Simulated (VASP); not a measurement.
# LuTl2S4Br (P4/mmm) in VASP: single point with PBE

Aim: the single point of LuTl2S4Br with PBE.

Program: VASP 6.6.1. These are calculated values, not measurements. Logs are shortened: lines on timing, memory, paths and dates and some standing lists are left out, and cuts for length are marked.

### Step 1. The cell of the first run

Symmetry: P4/mmm, No. 123, tetragonal system. The conventional cell has a = 4.250 Å, b = 4.250 Å, c = 10.091 Å, α = 90.00°, β = 90.00°, γ = 90.00°. Within 3.4 Å of Lu (site symmetry 4/mmm) lie 8 S at 2.59 Å. Tl (site symmetry 4mm) has 4 S at 2.47 Å within 3.3 Å. Within 3.3 Å of S (site symmetry 2mm) lie 2 Tl at 2.47 Å and 2 Lu at 2.59 Å and 5 S at 2.95 to 3.00 Å. Br (site symmetry 4/mmm) has 8 Tl at 3.79 Å and 8 S at 4.16 Å and 4 Br at 4.25 Å and 2 Lu at 5.05 Å within 5.1 Å.

### Step 2. Single point, PBE

Contents of INCAR:

```
SYSTEM = LuTl2S4Br
PREC = Accurate
ENCUT = 520
EDIFF = 1E-7
ISMEAR = -1
SIGMA = 0.0506
LREAL = .False.
LASPH = .True.
NELM = 80
ALGO = Normal
ISIF = 2
LWAVE = .False.
LCHARG = .False.
GGA = PE
NBANDS = 51
```

Contents of KPOINTS:

```
regular mesh
0
Gamma
  8 8 4
  0 0 0
```

Contents of POSCAR:

```
LuTl2S4Br
1.0
    4.2496680000      0.0000000000      0.0000000000
    0.0000000000      4.2496680000      0.0000000000
    0.0000000000      0.0000000000     10.0908590000
Lu Tl S Br
1 2 4 1
Direct
    0.0000000000      0.0000000000      0.0000000000
    0.5000000000      0.5000000000      0.7293000000
    0.5000000000      0.5000000000      0.2707000000
    0.5000000000      0.0000000000      0.8540000000
    0.0000000000      0.5000000000      0.8540000000
    0.5000000000      0.0000000000      0.1460000000
    0.0000000000      0.5000000000      0.1460000000
    0.0000000000      0.0000000000      0.5000000000
```

Potentials or basis: VASP PAW PBE potentials, release 64 (Lu, Tl_d, S, Br).

The run is started by

```
cat potpaw_PBE.64/Lu/POTCAR potpaw_PBE.64/Tl_d/POTCAR potpaw_PBE.64/S/POTCAR potpaw_PBE.64/Br/POTCAR > POTCAR
mpirun -np 1 vasp_std > vasp.out
```

OUTCAR:

```text
SYSTEM = LuTl2S4Br
   PREC = Accurate
   ENCUT = 520
   EDIFF = 1E-7
   ISMEAR = -1
   LREAL = .False.
   LASPH = .True.
   NELM = 80
   ISIF = 2
   GGA = PE

 ion  position               nearest neighbor table
   1  0.000  0.000  0.000-   4 2.59   5 2.59   6 2.59   7 2.59   5 2.59   7 2.59   4 2.59   6 2.59

   2  0.500  0.500  0.729-   4 2.47   5 2.47   4 2.47   5 2.47
   3  0.500  0.500  0.271-   6 2.47   7 2.47   6 2.47   7 2.47
   4  0.500  0.000  0.854-   2 2.47   2 2.47   1 2.59   1 2.59
   5  0.000  0.500  0.854-   2 2.47   2 2.47   1 2.59   1 2.59
   6  0.500  0.000  0.146-   3 2.47   3 2.47   1 2.59   1 2.59
   7  0.000  0.500  0.146-   3 2.47   3 2.47   1 2.59   1 2.59
   8  0.000  0.000  0.500-

  LATTYP: Found a simple tetragonal cell.
 ALAT       =     4.2496680000
 C/A-ratio  =     2.3745052555

  Lattice vectors:

 A1 = (   4.2496680000,   0.0000000000,   0.0000000000)
 A2 = (   0.0000000000,   4.2496680000,   0.0000000000)
 A3 = (   0.0000000000,   0.0000000000,  10.0908590000)

Analysis of symmetry for initial positions (statically):
=====================================================================
 Subroutine PRICEL returns:
 Original cell was already a primitive cell.

 Routine SETGRP: Setting up the symmetry group for a
 simple tetragonal supercell.

 Subroutine GETGRP returns: Found 16 space group operations
 (whereof 16 operations were pure point group operations)
 out of a pool of 16 trial point group operations.

The static configuration has the point symmetry D_4h.

Analysis of symmetry for dynamics (positions and initial velocities):
=====================================================================
 Subroutine PRICEL returns:
 Original cell was already a primitive cell.

 Routine SETGRP: Setting up the symmetry group for a
 simple tetragonal supercell.

 Subroutine GETGRP returns: Found 16 space group operations
 (whereof 16 operations were pure point group operations)
 out of a pool of 16 trial point group operations.

The dynamic configuration has the point symmetry D_4h.

 Subroutine INISYM returns: Found 16 space group operations
 (whereof 16 operations are pure point group operations),
 and found     1 'primitive' translations

----------------------------------------------------------------------------------------

                                     Primitive cell

  volume of cell :     182.2377

  direct lattice vectors                    reciprocal lattice vectors
     4.249668000  0.000000000  0.000000000     0.235312500  0.000000000  0.000000000
     0.000000000  4.249668000  0.000000000     0.000000000  0.235312500  0.000000000
[... 106 lines left out ...]
   TEBEG  =    0.0;   TEEND  =   0.0 temperature during run
   PSTRESS=    0.0 pullay stress
   NELECT =      82.0000    total number of electrons
   NUPDOWN=      -1.0000    fix difference up-down
   EMIN   =  10.00;   EMAX   =-10.00  energy-range for DOS
   EFERMI =   0.00;   METHOD = LEGACY
   ISMEAR =    -1;   SIGMA  =   0.05  broadening in eV -4-tet -1-fermi 0-gaus
   EFERMI_NEDOS =   21; number of points for ismear=-14 and -15
   IALGO  =     38    algorithm
   IMIX   =      4    mixing-type and parameters
     AMIX     =   0.40;   BMIX     =  1.00
     AMIX_MAG =   1.60;   BMIX_MAG =  1.00
  volume/ion in A,a.u.               =      22.78       153.73
  Fermi-wavevector in a.u.,A,eV,Ry     =   1.254489  2.370640 21.412056  1.573742
  Thomas-Fermi vector in A             =   2.388291
   LORBIT       =      0    0 simple, 1 ext, 2 COOP (PROOUT), +10 PAW based schemes
   GGA     = PE    functional components
   LHFCALC =     F    Hartree Fock is set to
   AEXX    =    0.0000 exact exchange contribution
   IVDW    =     0    specifies the selected vdW correction
   LEPSILON=     F    determine dielectric tensor
   LRPA    =     F    only Hartree local field effects (RPA)
 non-spin polarized calculation
  energy-cutoff  :      520.00
  volume of cell :      182.24
 maximum number of plane-waves:      4946
 NGX is ok and might be reduce to    32
   NGX = 15   NGY = 15   NGZ = 37

 number of electron      82.0000013 magnetization

 Free energy of the ion-electron system (eV)
  ---------------------------------------------------
  ext. energy  EPLUGINS =         0.00000000
  ---------------------------------------------------
  free energy    TOTEN  =       -27.66781581 eV

  energy without entropy =      -27.63065031  energy(sigma->0) =      -27.64923306

 E-fermi :   4.2892     XC(G=0):  -9.8378

 val. band max:        4.2824142433   @ k =   0.2500   0.1250   0.0000
 cond. band min:       4.2911149129   @ k =   0.2500   0.0000   0.0000
 fundamental gap:      0.0087006695
 Fermi energy:         4.2891728198

 k-point     1 :       0.0000    0.0000    0.0000
  band No.  band energies     occupation
      1     -50.6437      2.00000
      2     -21.5008      2.00000
      3     -21.4636      2.00000
      4     -21.4636      2.00000
      5     -10.7495      2.00000
      6      -9.8747      2.00000
[... 1285 lines left out ...]
     50      10.9537      0.00000
     51      11.0125      0.00000

 [... further k-points ...]

------------------------ aborting loop because EDIFF is reached ----------------------------------------

  FORCE on cell =-STRESS in cart. coord.  units (eV):
  Direction    XX          YY          ZZ          XY          YZ          ZX
  --------------------------------------------------------------------------------------
  -------------------------------------------------------------------------------------
  Total       25.8375812     25.8375812     14.6046758      0.0000000      0.0000000      0.0000000
  in kB      227.1560428    227.1560428    128.3998035      0.0000000      0.0000000      0.0000000
  external PRESSURE =     194.2372964 kB  Pullay stress =       0.0000000 kB

 VOLUME and BASIS-vectors are now :
 -----------------------------------------------------------------------------
  energy-cutoff  :      520.00
  volume of cell :      182.24
      direct lattice vectors                 reciprocal lattice vectors
     4.249668000  0.000000000  0.000000000     0.235312500  0.000000000  0.000000000
     0.000000000  4.249668000  0.000000000     0.000000000  0.235312500  0.000000000
     0.000000000  0.000000000 10.090859000     0.000000000  0.000000000  0.099099591

 POSITION                                       TOTAL-FORCE (eV/Angst)
 -----------------------------------------------------------------------------------
      0.00000      0.00000      0.00000        -0.000000     -0.000000     -0.000000
      2.12483      2.12483      7.35926         0.000000      0.000000     -3.778147
      2.12483      2.12483      2.73160        -0.000000      0.000000      3.778147
      2.12483      0.00000      8.61759        -0.000000     -0.000000      0.465858
      0.00000      2.12483      8.61759         0.000000     -0.000000      0.465858
      2.12483      0.00000      1.47327        -0.000000     -0.000000     -0.465858
      0.00000      2.12483      1.47327        -0.000000     -0.000000     -0.465858
      0.00000      0.00000      5.04543        -0.000000     -0.000000     -0.000000
 -----------------------------------------------------------------------------------
    total drift:                                0.000000     -0.000000      0.000000

  FREE ENERGIE OF THE ION-ELECTRON SYSTEM (eV)
  ---------------------------------------------------
  free  energy   TOTEN  =       -27.6678158113 eV

  energy  without entropy=      -27.6306503111  energy(sigma->0) =      -27.64923306
```

OSZICAR:

```text
N       E                     dE             d eps       ncg     rms          rms(c)
DAV:   1     0.674159405597E+03    0.67416E+03   -0.36698E+04  6982   0.371E+03
DAV:   2     0.644467581782E+02   -0.60971E+03   -0.57419E+03  5943   0.703E+02
DAV:   3    -0.224016138670E+02   -0.86848E+02   -0.82814E+02  5194   0.138E+02
DAV:   4    -0.293790008245E+02   -0.69774E+01   -0.68709E+01  6300   0.387E+01
DAV:   5    -0.297495200915E+02   -0.37052E+00   -0.36990E+00  7676   0.742E+00    0.242E+01
DAV:   6    -0.276849922862E+02    0.20645E+01   -0.48808E+00  6481   0.209E+01    0.160E+01
DAV:   7    -0.276797891511E+02    0.52031E-02   -0.19151E+00  5593   0.562E+00    0.514E+00
DAV:   8    -0.276691502050E+02    0.10639E-01   -0.13245E-01  6918   0.265E+00    0.100E+00
DAV:   9    -0.276675839759E+02    0.15662E-02   -0.21439E-02  6193   0.680E-01    0.406E-01
DAV:  10    -0.276675761597E+02    0.78162E-05   -0.21386E-03  6367   0.309E-01    0.153E-01
DAV:  11    -0.276677822263E+02   -0.20607E-03   -0.38825E-04  6622   0.114E-01    0.523E-02
DAV:  12    -0.276678056679E+02   -0.23442E-04   -0.60865E-05  6539   0.549E-02    0.184E-02
DAV:  13    -0.276678134269E+02   -0.77591E-05   -0.96190E-06  5989   0.166E-02    0.618E-03
DAV:  14    -0.276678156830E+02   -0.22561E-05   -0.26403E-06  5954   0.119E-02    0.191E-03
DAV:  15    -0.276678158488E+02   -0.16577E-06   -0.40012E-07  5249   0.425E-03    0.150E-03
DAV:  16    -0.276678158113E+02    0.37520E-07   -0.66340E-08  3518   0.127E-03
   1 F= -.27667816E+02 E0= -.27649233E+02  d E =-.371655E-01
```

stdout:

```text
POSCAR found type information on POSCAR LuTlS Br
 POSCAR found :  4 types and       8 ions
 scaLAPACK will be used
 LDA part: xc-table for (Slater+PW92), standard interpolation
 POSCAR, INCAR and KPOINTS ok, starting setup
 FFT: planning ... GRIDC
 FFT: planning ... GRID_SOFT
 FFT: planning ... GRID
 WAVECAR not read
 entering main loop
```

It took 9.8 min on 1 thread of Intel Xeon Platinum 8259CL at 2.50GHz (Skylake/Cascade Lake), shared host; peak memory 0.55 GiB.

What came out:

```yaml
Free_energy: -27.6678 eV
Pressure: 19.4 GPa
Largest_force: 3.778 eV/Å
Band_gap_on_the_k_mesh: zero (bands 41 and 42 overlap by 0.82 eV)
```

Forces in eV/Å, atoms in the order of the input:
```
Lu   0.000  0.000  0.000
Tl   0.000  0.000 -3.778
Tl   0.000  0.000  3.778
S    0.000  0.000  0.466
S    0.000  0.000  0.466
S    0.000  0.000 -0.466
S    0.000  0.000 -0.466
Br   0.000  0.000  0.000
```

Stress tensor (GPa, compression positive):
```
22.72  0.00  0.00
 0.00 22.72  0.00
 0.00  0.00 12.84
```

Caveat: the stress differs along the axes, from 13 to 23 GPa; spin-orbit coupling is left out, which moves the levels of the heavy elements; forces of over 1 eV/Å act on the atoms, so gaps and moduli don't describe the material at rest.
